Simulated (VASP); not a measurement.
# Al3B2As (P4mm) in VASP: further runs

Runs on Al3B2As. Level: PBE. Tasks: single point.

Everything below comes from runs of VASP 6.6.1. Logs are shortened: lines on timing, memory, paths and dates and some standing lists are left out, and cuts for length are marked.

### Step 1. The cell of the first run

It takes space group P4mm (No. 99, tetragonal). Conventional cell: a = 2.832 Å, b = 2.832 Å, c = 9.860 Å, α = 90.00°, β = 90.00°, γ = 90.00°. Within 3.3 Å of Al (site symmetry 4mm) lie 4 B at 2.47 Å and 9 Al at 2.72 to 2.92 Å. Within 3.1 Å of Al (site symmetry 4mm) lie 4 B at 2.38 Å and 5 Al at 2.72 to 2.83 Å and 4 As at 3.03 Å. Within 3.2 Å of Al (site symmetry 4mm) lie 4 B at 2.43 Å and 1 As at 2.75 Å and 8 Al at 2.83 to 2.92 Å. B (site symmetry 4mm) has 4 Al at 2.43 Å and 4 As at 2.43 Å and 4 B at 2.83 Å within 3.2 Å. B (site symmetry 4mm) has 8 Al at 2.38 to 2.47 Å and 4 B at 2.83 Å within 3.1 Å. As (site symmetry 4mm) has 4 B at 2.43 Å and 5 Al at 2.75 to 3.03 Å and 4 As at 2.83 Å within 3.2 Å.

The cell was generated, and may not be a known phase.

### Step 2. Single point, PBE

The input, INCAR:

```
PREC = Accurate ; ENCUT = 520
EDIFF = 1E-6 ; ISMEAR = 0
SIGMA = 0.1 ; LREAL = F
LASPH = T ; NELM = 80
ALGO = Normal ; ISIF = 2
LWAVE = F ; LCHARG = F
GGA = PE ; NBANDS = 19
```

The input, KPOINTS:

```
regular mesh
0
Gamma
  6 6 2
```

The input, POSCAR:

```
Al3B2As
1.0
    2.8318555832      0.0000000000      0.0000000000
    0.0000000000      2.8318555832      0.0000000000
    0.0000000000      0.0000000000      9.8600086612
Al B As
3 2 1
Direct
    0.0000000000      0.0000000000      0.6429872895
    0.0000000000      0.0000000000      0.3671581097
    0.5000000000      0.5000000000      0.8584201506
    0.0000000000      0.0000000000     -0.0025380983
    0.5000000000      0.5000000000      0.4968514934
    0.5000000000      0.5000000000      0.1371200150
```

Potentials or basis: VASP PAW PBE potentials, release 64 (Al, B, As).

Command:

```bash
cat potpaw_PBE.64/Al/POTCAR potpaw_PBE.64/B/POTCAR potpaw_PBE.64/As/POTCAR > POTCAR
mpirun -np 1 vasp_std > vasp.out
```

OUTCAR:

```text
PREC = Accurate
   ENCUT = 520
   EDIFF = 1E-6
   ISMEAR = 0
   LREAL = F
   LASPH = T
   NELM = 80
   ISIF = 2
   GGA = PE

 ion  position               nearest neighbor table
   1  0.000  0.000  0.643-   5 2.47   5 2.47   5 2.47   5 2.47   2 2.72   3 2.92   3 2.92   3 2.92
                             3 2.92
   2  0.000  0.000  0.367-   5 2.38   5 2.38   5 2.38   5 2.38   1 2.72   6 3.03   6 3.03   6 3.03
                             6 3.03
   3  0.500  0.500  0.858-   4 2.43   4 2.43   4 2.43   4 2.43   6 2.75   1 2.92   1 2.92   1 2.92
                             1 2.92
   4  0.000  0.000  0.997-   3 2.43   3 2.43   3 2.43   3 2.43   6 2.43   6 2.43   6 2.43   6 2.43

   5  0.500  0.500  0.497-   2 2.38   2 2.38   2 2.38   2 2.38   1 2.47   1 2.47   1 2.47   1 2.47

   6  0.500  0.500  0.137-   4 2.43   4 2.43   4 2.43   4 2.43   3 2.75   2 3.03   2 3.03   2 3.03
                             2 3.03

  LATTYP: Found a simple tetragonal cell.
 ALAT       =     2.8318555832
 C/A-ratio  =     3.4818190305

  Lattice vectors:

 A1 = (   2.8318555832,   0.0000000000,   0.0000000000)
 A2 = (   0.0000000000,   2.8318555832,   0.0000000000)
 A3 = (   0.0000000000,   0.0000000000,   9.8600086612)

Analysis of symmetry for initial positions (statically):
=====================================================================
 Subroutine PRICEL returns:
 Original cell was already a primitive cell.

 Routine SETGRP: Setting up the symmetry group for a
 simple tetragonal supercell.

 Subroutine GETGRP returns: Found  8 space group operations
 (whereof  8 operations were pure point group operations)
 out of a pool of 16 trial point group operations.

The static configuration has the point symmetry C_4v.

Analysis of symmetry for dynamics (positions and initial velocities):
=====================================================================
 Subroutine PRICEL returns:
 Original cell was already a primitive cell.

 Routine SETGRP: Setting up the symmetry group for a
 simple tetragonal supercell.

 Subroutine GETGRP returns: Found  8 space group operations
 (whereof  8 operations were pure point group operations)
 out of a pool of 16 trial point group operations.

The dynamic configuration has the point symmetry C_4v.

 Subroutine INISYM returns: Found  8 space group operations
 (whereof  8 operations are pure point group operations),
 and found     1 'primitive' translations

----------------------------------------------------------------------------------------

                                     Primitive cell

  volume of cell :      79.0714

  direct lattice vectors                    reciprocal lattice vectors
     2.831855583  0.000000000  0.000000000     0.353125352  0.000000000  0.000000000
     0.000000000  2.831855583  0.000000000     0.000000000  0.353125352  0.000000000
     0.000000000  0.000000000  9.860008661     0.000000000  0.000000000  0.101419789

  length of vectors
     2.831855583  2.831855583  9.860008661     0.353125352  0.353125352  0.101419789

  position of ions in fractional coordinates (direct lattice)
     0.000000000  0.000000000  0.642987289
     0.000000000  0.000000000  0.367158110
     0.500000000  0.500000000  0.858420151
     0.000000000  0.000000000  0.997461902
     0.500000000  0.500000000  0.496851493
     0.500000000  0.500000000  0.137120015

  ion indices of the primitive-cell ions
   primitive index   ion index
                 1           1
                 2           2
                 3           3
                 4           4
                 5           5
                 6           6

----------------------------------------------------------------------------------------

 KPOINTS: regular mesh

Automatic generation of k-mesh.
 Grid dimensions read from file:
 generate k-points for:    6    6    2

 Generating k-lattice:

  Cartesian coordinates                     Fractional coordinates (reciprocal lattice)
     0.058854225  0.000000000  0.000000000     0.166666667  0.000000000  0.000000000
     0.000000000  0.058854225  0.000000000     0.000000000  0.166666667  0.000000000
     0.000000000  0.000000000  0.050709895     0.000000000  0.000000000  0.500000000

  Length of vectors
     0.058854225  0.058854225  0.050709895

  Shift w.r.t. Gamma in fractional coordinates (k-lattice)
     0.000000000  0.000000000  0.000000000

 Subroutine IBZKPT returns following result:
 ===========================================

 Found     20 irreducible k-points:

 Following reciprocal coordinates:
            Coordinates               Weight
  0.000000  0.000000  0.000000      1.000000
  0.166667  0.000000  0.000000      4.000000
  0.333333  0.000000  0.000000      4.000000
  0.500000  0.000000  0.000000      2.000000
  0.166667  0.166667  0.000000      4.000000
  0.333333  0.166667  0.000000      8.000000
[... 12 lines left out ...]
  0.500000  0.333333  0.500000      4.000000
  0.500000  0.500000  0.500000      1.000000
   k-points           NKPTS =     20   k-points in BZ     NKDIM =     20   number of bands    NBANDS=     19
   number of dos      NEDOS =    301   number of ions     NIONS =      6
   total plane-waves  NPLWV =  46080
   dimension x,y,z NGX =    24 NGY =   24 NGZ =   80
   dimension x,y,z NGXF=    48 NGYF=   48 NGZF=  160
   ions per type =               3   2   1
   NGX,Y,Z   is equivalent  to a cutoff of  14.09, 14.09, 13.49 a.u.
   NGXF,Y,Z  is equivalent  to a cutoff of  28.18, 28.18, 26.98 a.u.
 SYSTEM =  unknown system
   PREC   = accura    normal or accurate (medium, high low for compatibility)
   ISTART =      0    job   : 0-new  1-cont  2-samecut
   ICHARG =      2    charge: 1-file 2-atom 10-const
   ISPIN  =      1    spin polarized calculation?
   LNONCOLLINEAR =      F non collinear calculations
   LSORBIT =      F    spin-orbit coupling
   LASPH  =      T    aspherical Exc in radial PAW
   ENCUT  =  520.0 eV  38.22 Ry    6.18 a.u.   5.27  5.27 18.33*2*pi/ulx,y,z
   NELM   =     80;   NELMIN=  2; NELMDL= -5     # of ELM steps
   EDIFF  = 0.1E-05   stopping-criterion for ELM
   LREAL  =      F    real-space projection
   EDIFFG = 0.1E-04   stopping-criterion for IOM
   NSW    =      0    number of steps for IOM
   IBRION =     -1    ionic relax: 0-MD 1-quasi-New 2-CG
   NFREE  =      0    steps in history (QN), initial steepest desc. (CG)
   ISIF   =      2    stress and relaxation
   ISYM   =      2    0-nonsym 1-usesym 2-fastsym
   POTIM  = 0.5000    time-step for ionic-motion
   TEBEG  =    0.0;   TEEND  =   0.0 temperature during run
   PSTRESS=    0.0 pullay stress
   NELECT =      20.0000    total number of electrons
   NUPDOWN=      -1.0000    fix difference up-down
   EMIN   =  10.00;   EMAX   =-10.00  energy-range for DOS
   EFERMI =   0.00;   METHOD = LEGACY
   ISMEAR =     0;   SIGMA  =   0.10  broadening in eV -4-tet -1-fermi 0-gaus
   EFERMI_NEDOS =   21; number of points for ismear=-14 and -15
   IALGO  =     38    algorithm
   IMIX   =      4    mixing-type and parameters
     AMIX     =   0.40;   BMIX     =  1.00
     AMIX_MAG =   1.60;   BMIX_MAG =  1.00
  volume/ion in A,a.u.               =      13.18        88.93
  Fermi-wavevector in a.u.,A,eV,Ry     =   1.035329  1.956488 14.584165  1.071906
  Thomas-Fermi vector in A             =   2.169667
   LORBIT       =      0    0 simple, 1 ext, 2 COOP (PROOUT), +10 PAW based schemes
   GGA     = PE    functional components
   LHFCALC =     F    Hartree Fock is set to
   AEXX    =    0.0000 exact exchange contribution
   IVDW    =     0    specifies the selected vdW correction
   LEPSILON=     F    determine dielectric tensor
   LRPA    =     F    only Hartree local field effects (RPA)
 non-spin polarized calculation
 Gauss-broadening in eV      SIGMA  =   0.10
  energy-cutoff  :      520.00
  volume of cell :       79.07
 maximum number of plane-waves:      2164
 NGX is ok and might be reduce to    24
   NGX = 11   NGY = 11   NGZ = 37

 number of electron      20.0000000 magnetization

 Free energy of the ion-electron system (eV)
  ---------------------------------------------------
  ext. energy  EPLUGINS =         0.00000000
  ---------------------------------------------------
  free energy    TOTEN  =       -25.61456046 eV

  energy without entropy =      -25.60358396  energy(sigma->0) =      -25.60907221

 E-fermi :   7.8885     XC(G=0): -10.8774

 val. band max:        7.8663459909   @ k =   0.3333   0.3333   0.5000
 cond. band min:       7.9594153896   @ k =   0.3333   0.1667   0.0000
 fundamental gap:      0.0930693987
 Fermi energy:         7.8885315880

 k-point     1 :       0.0000    0.0000    0.0000
  band No.  band energies     occupation
      1      -7.2095      2.00000
      2      -4.0545      2.00000
      3      -2.8157      2.00000
      4       0.6039      2.00000
      5       1.1190      2.00000
      6       6.6069      2.00000
[... 11 lines left out ...]
     18      15.0355      0.00000
     19      15.2267      0.00000

 k-point     2 :       0.1667    0.0000    0.0000
  band No.  band energies     occupation
      1      -6.7344      2.00000
      2      -3.5856      2.00000
      3      -2.3304      2.00000
      4       1.0648      2.00000
      5       1.5958      2.00000
      6       5.3024      2.00000
[... 11 lines left out ...]
     18      15.2684      0.00000
     19      16.7267      0.00000

 k-point     3 :       0.3333    0.0000    0.0000
  band No.  band energies     occupation
      1      -5.3656      2.00000
      2      -2.1927      2.00000
      3      -0.9452      2.00000
      4       1.2012      2.00000
      5       2.5793      2.00000
      6       2.9142      2.00000
[... 346 lines left out ...]
      1      -2.0585      2.00000
      2       0.4633      2.00000
      3       1.4833      2.00000
      4       2.0763      2.00000
      5       3.3612      2.00000
      6       4.0818      2.00000
[... 11 lines left out ...]
     18      11.3026      0.00000
     19      11.4341      0.00000

 k-point    20 :       0.5000    0.5000    0.5000
  band No.  band energies     occupation
      1      -0.5816      2.00000
      2       1.9759      2.00000
      3       1.9759      2.00000
      4       3.5142      2.00000
      5       3.5142      2.00000
      6       3.5196      2.00000
[... 11 lines left out ...]
     18      11.9752      0.00000
     19      11.9754      0.00000

------------------------ aborting loop because EDIFF is reached ----------------------------------------

  FORCE on cell =-STRESS in cart. coord.  units (eV):
  Direction    XX          YY          ZZ          XY          YZ          ZX
  --------------------------------------------------------------------------------------
  -------------------------------------------------------------------------------------
  Total       -0.0558629     -0.0558629      0.1192438      0.0000000     -0.0000000      0.0000000
  in kB       -1.1319170     -1.1319170      2.4161665      0.0000000     -0.0000000      0.0000000
  external PRESSURE =       0.0507775 kB  Pullay stress =       0.0000000 kB

 VOLUME and BASIS-vectors are now :
 -----------------------------------------------------------------------------
  energy-cutoff  :      520.00
  volume of cell :       79.07
      direct lattice vectors                 reciprocal lattice vectors
     2.831855583  0.000000000  0.000000000     0.353125352  0.000000000  0.000000000
     0.000000000  2.831855583  0.000000000     0.000000000  0.353125352  0.000000000
     0.000000000  0.000000000  9.860008661     0.000000000  0.000000000  0.101419789

 POSITION                                       TOTAL-FORCE (eV/Angst)
 -----------------------------------------------------------------------------------
      0.00000      0.00000      6.33986        -0.000000     -0.000000     -0.014678
      0.00000      0.00000      3.62018         0.000000      0.000000      0.040136
      1.41593      1.41593      8.46403         0.000000     -0.000000     -0.019196
      0.00000      0.00000      9.83498         0.000000      0.000000     -0.028423
      1.41593      1.41593      4.89896         0.000000     -0.000000     -0.011082
      1.41593      1.41593      1.35200         0.000000      0.000000      0.033243
 -----------------------------------------------------------------------------------
    total drift:                                0.000000      0.000000      0.000041

  FREE ENERGIE OF THE ION-ELECTRON SYSTEM (eV)
  ---------------------------------------------------
  free  energy   TOTEN  =       -25.6145604607 eV

  energy  without entropy=      -25.6035839610  energy(sigma->0) =      -25.60907221
```

It took 12 s on 1 thread of Intel Xeon 6975P-C (Granite Rapids), shared host; peak memory 0.21 GiB.

Results:

- Free energy: -25.6146 eV
- Pressure: 0.0 GPa
- Largest force: 0.040 eV/Å
- Band gap on the k mesh: zero (bands 10 and 11 overlap by 3.63 eV)

Forces on the atoms (eV/Å):
```
Al   0.000  0.000 -0.015
Al   0.000  0.000  0.040
Al   0.000  0.000 -0.019
B    0.000  0.000 -0.028
B    0.000  0.000 -0.011
As   0.000  0.000  0.033
```

Levels at points of the mesh, in eV from the Fermi level:
```tsv
k point	band 8	band 9	band 10	band 11	band 12	band 13
(0.00, 0.00, 0.00)	0.69	0.78	2.04	2.04	4.38	5.33
(0.50, 0.00, 0.00)	-2.55	-2.33	-1.89	2.63	3.69	3.88
(0.50, 0.50, 0.00)	-2.04	-2.04	-1.98	-1.50	-1.18	0.08
(0.00, 0.00, 0.50)	0.69	2.03	2.03	2.93	4.45	5.18
(0.50, 0.00, 0.50)	-3.70	-0.80	0.11	0.69	1.73	3.69
(0.50, 0.50, 0.50)	-1.81	-1.61	-1.59	-1.59	-0.67	-0.65
```

Caveat: the k points lie up to 0.37 Å⁻¹ apart, too coarse for converged energies and pressures of a metal.

[end of part 1 of 2]

The gap in the log of VASP goes by the Fermi energy; the results here count the filled bands.